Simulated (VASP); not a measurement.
Runs of VASP 6.6.1 on TiO2. The structure is that of space group I4_1/amd (No. 141), or close to it. The cells are those of the table. 

```csv
task,cell,gap on the mesh (eV),pressure (GPa),largest force (eV/Å)
electric field gradients,"a = 5.334 Å, angles 138.4, 138.4, 60.2°, 6 atoms",2.08,3.1,0.86
electric field gradients,"a = 5.440 Å, angles 139.4, 139.4, 58.7°, 6 atoms",(c),-2.6,0.21
electric field gradients,"a = 5.541 Å, angles 140.1, 140.1, 57.8°, 6 atoms",2.02,(a),0.21
single point,"a = 5.500 Å, angles 139.7, 139.7, 58.2°, 6 atoms",2.03,-7.0,0.05
single point,"a = 5.465, b = 5.465, c = 5.485 Å, angles 139.6, 139.6, 59.0°, 6 atoms",(b),-4.8,0.16
```

Alike in all rows: level LDA; potentials or basis VASP PAW LDA potentials, release 64 (Ti_sv, O); no spin polarisation; k mesh 13 × 13 × 13; cutoff (eV) 520; smearing fermi-dirac 0.08 eV.

Problem. Estimate the missing entries.

Solution. (a) -9.0; (b) 2.04; (c) 2.07.

Caveats: the cell stands under tension (at least some runs); the stress differs along the axes, from -2 to 13 GPa (at least some runs).

A k mesh can miss the band edges.
